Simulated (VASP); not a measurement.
# HfSiO4 (I4_1/amd) in VASP: single point with PBEsol

Aim: the single point of HfSiO4 with PBEsol.

Program: VASP 6.6.1. These are calculated values, not measurements. Logs are shortened: lines on timing, memory, paths and dates and some standing lists are left out, and cuts for length are marked.

## Step 1: The cell of the first run

Symmetry: I4_1/amd, No. 141, tetragonal system. The conventional cell has a = 6.582 Å, b = 6.582 Å, c = 5.966 Å, α = 90.00°, β = 90.00°, γ = 90.00°. Hf (site symmetry -4m2) has 8 O at 2.11 to 2.25 Å within 2.8 Å. Si (site symmetry -4m2) has 4 O at 1.63 Å within 2.2 Å. O (site symmetry m) has 1 Si at 1.63 Å and 2 Hf at 2.11 to 2.25 Å within 2.3 Å.

## Step 2: Single point, PBEsol

The input, INCAR:

```
SYSTEM = HfSiO4
ALGO = Normal
EDIFF = 1E-6
ENCUT = 520
GGA = PS
ISIF = 2
ISMEAR = 0
LASPH = .True.
LCHARG = .False.
LREAL = .False.
LWAVE = .False.
NBANDS = 50
NELM = 80
PREC = Accurate
SIGMA = 0.02
```

The input, KPOINTS:

```
k-points
0
Gamma
  6 6 6
  0 0 0
```

The input, POSCAR:

```
HfSiO4
1.0
   -3.2910116945      3.2910116945      2.9830669716
    3.2910116945     -3.2910116945      2.9830669716
    3.2910116945      3.2910116945     -2.9830669716
Hf Si O
2 2 8
Direct
    0.0000000000      0.0000000000      0.0000000000
    0.7500000000      0.2500000000      0.5000000000
    0.2500000000      0.7500000000      0.5000000000
    0.5000000000      0.5000000000      0.0000000000
    0.1333334030      0.3181250468      0.8152083562
    0.0681250468      0.7529166906      0.6847916438
    0.0681250468      0.3833334030      0.3152083562
    0.5029166906      0.3181250468      0.1847916438
    0.6818749532      0.4970833094      0.8152083562
    0.6166665970      0.9318749532      0.6847916438
    0.2470833094      0.9318749532      0.3152083562
    0.6818749532      0.8666665970      0.1847916438
```

Potentials or basis: VASP PAW PBE potentials, release 64 (Hf_pv, Si, O).

On the command line:

```bash
$ cat potpaw_PBE.64/Hf_pv/POTCAR potpaw_PBE.64/Si/POTCAR potpaw_PBE.64/O/POTCAR > POTCAR
$ mpirun -np 1 vasp_std > vasp.out
```

OUTCAR:

```text
SYSTEM = HfSiO4
   EDIFF = 1E-6
   ENCUT = 520
   GGA = PS
   ISIF = 2
   ISMEAR = 0
   LASPH = .True.
   LREAL = .False.
   NELM = 80
   PREC = Accurate

 ion  position               nearest neighbor table
   1  0.000  0.000  0.000-   6 2.11  11 2.11  10 2.11   7 2.11   5 2.25  12 2.25   8 2.25   9 2.25
                             4 2.98   4 2.98   2 3.61   2 3.61   2 3.61   2 3.61
   2  0.750  0.250  0.500-   8 2.11   9 2.11   5 2.11  12 2.11  10 2.25   7 2.25   6 2.25  11 2.25
                             3 2.98   3 2.98   1 3.61   1 3.61   1 3.61   1 3.61
   3  0.250  0.750  0.500-   7 1.63  10 1.63   6 1.63  11 1.63   2 2.98   2 2.98
   4  0.500  0.500  0.000-   5 1.63  12 1.63   9 1.63   8 1.63   1 2.98   1 2.98
   5  0.133  0.318  0.815-   4 1.63   2 2.11   1 2.25
   6  0.068  0.753  0.685-   3 1.63   1 2.11   2 2.25
   7  0.068  0.383  0.315-   3 1.63   1 2.11   2 2.25
   8  0.503  0.318  0.185-   4 1.63   2 2.11   1 2.25
   9  0.682  0.497  0.815-   4 1.63   2 2.11   1 2.25
  10  0.617  0.932  0.685-   3 1.63   1 2.11   2 2.25
  11  0.247  0.932  0.315-   3 1.63   1 2.11   2 2.25
  12  0.682  0.867  0.185-   4 1.63   2 2.11   1 2.25

  LATTYP: Found a body centered tetragonal cell.
 ALAT       =     6.5820233890
 C/A-ratio  =     0.9064285540

  Lattice vectors:

 A1 = (  -3.2910116945,   3.2910116945,   2.9830669716)
 A2 = (   3.2910116945,  -3.2910116945,   2.9830669716)
 A3 = (   3.2910116945,   3.2910116945,  -2.9830669716)

Analysis of symmetry for initial positions (statically):
=====================================================================
 Subroutine PRICEL returns:
 Original cell was already a primitive cell.

 Routine SETGRP: Setting up the symmetry group for a
 body centered tetragonal supercell.

 Subroutine GETGRP returns: Found 16 space group operations
 (whereof  8 operations were pure point group operations)
 out of a pool of 16 trial point group operations.

The static configuration has the point symmetry D_2d.
 The point group associated with its full space group is D_4h.

Analysis of symmetry for dynamics (positions and initial velocities):
=====================================================================
 Subroutine PRICEL returns:
 Original cell was already a primitive cell.

 Routine SETGRP: Setting up the symmetry group for a
 body centered tetragonal supercell.

 Subroutine GETGRP returns: Found 16 space group operations
 (whereof  8 operations were pure point group operations)
 out of a pool of 16 trial point group operations.

The dynamic configuration has the point symmetry D_2d.
 The point group associated with its full space group is D_4h.

 Subroutine INISYM returns: Found 16 space group operations
 (whereof  8 operations are pure point group operations),
 and found     1 'primitive' translations

----------------------------------------------------------------------------------------

                                     Primitive cell

  volume of cell :     129.2355

  direct lattice vectors                    reciprocal lattice vectors
    -3.291011694  3.291011694  2.983066972     0.000000000  0.151928965  0.167612730
     3.291011694 -3.291011694  2.983066972     0.151928965  0.000000000  0.167612730
     3.291011694  3.291011694 -2.983066972     0.151928965  0.151928965  0.000000000

  length of vectors
     5.528128481  5.528128481  5.528128481     0.226222098  0.226222098  0.214860003

  position of ions in fractional coordinates (direct lattice)
     0.000000000  0.000000000  0.000000000
     0.750000000  0.250000000  0.500000000
     0.250000000  0.750000000  0.500000000
     0.500000000  0.500000000  0.000000000
     0.133333403  0.318125047  0.815208356
     0.068125047  0.752916691  0.684791644
     0.068125047  0.383333403  0.315208356
     0.502916691  0.318125047  0.184791644
     0.681874953  0.497083309  0.815208356
     0.616666597  0.931874953  0.684791644
     0.247083309  0.931874953  0.315208356
     0.681874953  0.866666597  0.184791644

  ion indices of the primitive-cell ions
   primitive index   ion index
                 1           1
                 2           2
                 3           3
                 4           4
                 5           5
                 6           6
                 7           7
                 8           8
                 9           9
                10          10
                11          11
                12          12

----------------------------------------------------------------------------------------

 KPOINTS: k-points

Automatic generation of k-mesh.
 Grid dimensions read from file:
 generate k-points for:    6    6    6

 Generating k-lattice:

  Cartesian coordinates                     Fractional coordinates (reciprocal lattice)
     0.000000000  0.025321494  0.027935455     0.166666667 -0.000000000  0.000000000
     0.025321494  0.000000000  0.027935455    -0.000000000  0.166666667  0.000000000
     0.025321494  0.025321494  0.000000000     0.000000000  0.000000000  0.166666667

  Length of vectors
     0.037703683  0.037703683  0.035810000

  Shift w.r.t. Gamma in fractional coordinates (k-lattice)
     0.000000000  0.000000000  0.000000000

 Subroutine IBZKPT returns following result:
 ===========================================

 Found     30 irreducible k-points:

 Following reciprocal coordinates:
            Coordinates               Weight
  0.000000  0.000000  0.000000      1.000000
  0.166667  0.000000 -0.000000      8.000000
  0.333333  0.000000 -0.000000      8.000000
  0.500000  0.000000  0.000000      4.000000
  0.166667  0.166667 -0.000000      8.000000
  0.333333  0.166667 -0.000000     16.000000
[... 16 lines left out ...]
 -0.333333 -0.333333  0.166667      8.000000
 -0.166667 -0.333333  0.166667      8.000000
 [... further k-points ...]
   k-points           NKPTS =     30   k-points in BZ     NKDIM =     30   number of bands    NBANDS=     50
   number of dos      NEDOS =    301   number of ions     NIONS =     12
   total plane-waves  NPLWV =  74088
   dimension x,y,z NGX =    42 NGY =   42 NGZ =   42
   dimension x,y,z NGXF=    84 NGYF=   84 NGZF=   84
   ions per type =               2   2   8
   NGX,Y,Z   is equivalent  to a cutoff of  12.63, 12.63, 12.63 a.u.
   NGXF,Y,Z  is equivalent  to a cutoff of  25.26, 25.26, 25.26 a.u.
 SYSTEM =  HfSiO4
   PREC   = accura    normal or accurate (medium, high low for compatibility)
   ISTART =      0    job   : 0-new  1-cont  2-samecut
   ICHARG =      2    charge: 1-file 2-atom 10-const
   ISPIN  =      1    spin polarized calculation?
   LNONCOLLINEAR =      F non collinear calculations
   LSORBIT =      F    spin-orbit coupling
   LASPH  =      T    aspherical Exc in radial PAW
   ENCUT  =  520.0 eV  38.22 Ry    6.18 a.u.  10.28 10.28 10.28*2*pi/ulx,y,z
   NELM   =     80;   NELMIN=  2; NELMDL= -5     # of ELM steps
   EDIFF  = 0.1E-05   stopping-criterion for ELM
   LREAL  =      F    real-space projection
   EDIFFG = 0.1E-04   stopping-criterion for IOM
   NSW    =      0    number of steps for IOM
   IBRION =     -1    ionic relax: 0-MD 1-quasi-New 2-CG
   NFREE  =      0    steps in history (QN), initial steepest desc. (CG)
   ISIF   =      2    stress and relaxation
   ISYM   =      2    0-nonsym 1-usesym 2-fastsym
   POTIM  = 0.5000    time-step for ionic-motion
   TEBEG  =    0.0;   TEEND  =   0.0 temperature during run
   PSTRESS=    0.0 pullay stress
   NELECT =      76.0000    total number of electrons
   NUPDOWN=      -1.0000    fix difference up-down
   EMIN   =  10.00;   EMAX   =-10.00  energy-range for DOS
   EFERMI =   0.00;   METHOD = LEGACY
   ISMEAR =     0;   SIGMA  =   0.02  broadening in eV -4-tet -1-fermi 0-gaus
   EFERMI_NEDOS =   21; number of points for ismear=-14 and -15
   IALGO  =     38    algorithm
   IMIX   =      4    mixing-type and parameters
     AMIX     =   0.40;   BMIX     =  1.00
     AMIX_MAG =   1.60;   BMIX_MAG =  1.00
  volume/ion in A,a.u.               =      10.77        72.68
  Fermi-wavevector in a.u.,A,eV,Ry     =   1.371572  2.591896 25.595429  1.881211
  Thomas-Fermi vector in A             =   2.497257
   LORBIT       =      0    0 simple, 1 ext, 2 COOP (PROOUT), +10 PAW based schemes
   GGA     = PS    functional components
   LHFCALC =     F    Hartree Fock is set to
   AEXX    =    0.0000 exact exchange contribution
   IVDW    =     0    specifies the selected vdW correction
   LEPSILON=     F    determine dielectric tensor
   LRPA    =     F    only Hartree local field effects (RPA)
 non-spin polarized calculation
 Gauss-broadening in eV      SIGMA  =   0.02
  energy-cutoff  :      520.00
  volume of cell :      129.24
 maximum number of plane-waves:      3503
 NGX is ok and might be reduce to    42
   NGX = 21   NGY = 21   NGZ = 21

 number of electron      76.0000005 magnetization

 Free energy of the ion-electron system (eV)
  ---------------------------------------------------
  ext. energy  EPLUGINS =         0.00000000
  ---------------------------------------------------
  free energy    TOTEN  =      -113.44884006 eV

  energy without entropy =     -113.44884006  energy(sigma->0) =     -113.44884006

 E-fermi :   3.3408     XC(G=0): -11.3436

 val. band max:        3.1509740558   @ k =   0.0000   0.0000   0.0000
 cond. band min:       8.4909415041   @ k =   0.3333   0.3333   0.1667
 fundamental gap:      5.3399674482
 Fermi energy:         3.3407753670

 k-point     1 :       0.0000    0.0000    0.0000
  band No.  band energies     occupation
      1     -26.0772      2.00000
      2     -26.0772      2.00000
      3     -26.0013      2.00000
      4     -25.9905      2.00000
      5     -25.8938      2.00000
      6     -25.8938      2.00000
[... 42 lines left out ...]
     49      12.3294      0.00000
     50      12.8254      0.00000
[... 1217 lines left out ...]
     49      11.9900      0.00000
     50      12.6439      0.00000

 [... further k-points ...]

------------------------ aborting loop because EDIFF is reached ----------------------------------------

  FORCE on cell =-STRESS in cart. coord.  units (eV):
  Direction    XX          YY          ZZ          XY          YZ          ZX
  --------------------------------------------------------------------------------------
  -------------------------------------------------------------------------------------
  Total       -1.2031534     -1.2031534     -0.8025163      0.0000000      0.0000000      0.0000000
  in kB      -14.9159091    -14.9159091     -9.9490727      0.0000000      0.0000000      0.0000000
  external PRESSURE =     -13.2602970 kB  Pullay stress =       0.0000000 kB

 VOLUME and BASIS-vectors are now :
 -----------------------------------------------------------------------------
  energy-cutoff  :      520.00
  volume of cell :      129.24
      direct lattice vectors                 reciprocal lattice vectors
    -3.291011694  3.291011694  2.983066972     0.000000000  0.151928965  0.167612730
     3.291011694 -3.291011694  2.983066972     0.151928965  0.000000000  0.167612730
     3.291011694  3.291011694 -2.983066972     0.151928965  0.151928965  0.000000000

 POSITION                                       TOTAL-FORCE (eV/Angst)
 -----------------------------------------------------------------------------------
      0.00000      0.00000      0.00000         0.000000     -0.000000      0.000000
      0.00000      3.29101      1.49153         0.000000     -0.000000      0.000000
      3.29101      0.00000      1.49153         0.000000     -0.000000      0.000000
      0.00000      0.00000      2.98307         0.000000     -0.000000      0.000000
      3.29101      2.07471     -1.08509         0.000000     -0.162138     -0.162495
      4.50731     -0.00000      0.40644         0.162138     -0.000000     -0.162495
      2.07471      0.00000      0.40644        -0.162138     -0.000000     -0.162495
     -0.00000      1.21630      1.89798         0.000000      0.162138     -0.162495
      2.07471      3.29101      1.08509        -0.162138     -0.000000      0.162495
      3.29101      1.21630      2.57662         0.000000      0.162138      0.162495
      3.29101     -1.21630      2.57662         0.000000     -0.162138      0.162495
      1.21630     -0.00000      4.06816         0.162138     -0.000000      0.162495
 -----------------------------------------------------------------------------------
    total drift:                               -0.000000     -0.000000      0.000000

  FREE ENERGIE OF THE ION-ELECTRON SYSTEM (eV)
  ---------------------------------------------------
  free  energy   TOTEN  =      -113.4488400650 eV

  energy  without entropy=     -113.4488400650  energy(sigma->0) =     -113.44884006
```

It took 5.6 min on 1 thread of Intel Xeon 8259CL, shared host; peak memory 0.35 GiB.

What came out:

```yaml
Free_energy: -113.4488 eV
Pressure: -1.3 GPa
Largest_force: 0.230 eV/Å
Band_gap_on_the_k_mesh: 5.34 eV (least direct gap 5.69 eV)
```

Forces on the atoms (eV/Å):
```
Hf   0.000  0.000  0.000
Hf   0.000  0.000  0.000
Si   0.000  0.000  0.000
Si   0.000  0.000  0.000
O    0.000 -0.162 -0.162
O    0.162  0.000 -0.162
O   -0.162  0.000 -0.162
O    0.000  0.162 -0.162
O   -0.162  0.000  0.162
O    0.000  0.162  0.162
O    0.000 -0.162  0.162
O    0.162  0.000  0.162
```

Caveat: the PAW data sets were made with another functional, which shifts forces and pressure a little; spin-orbit coupling is left out, which moves the levels of the heavy elements.
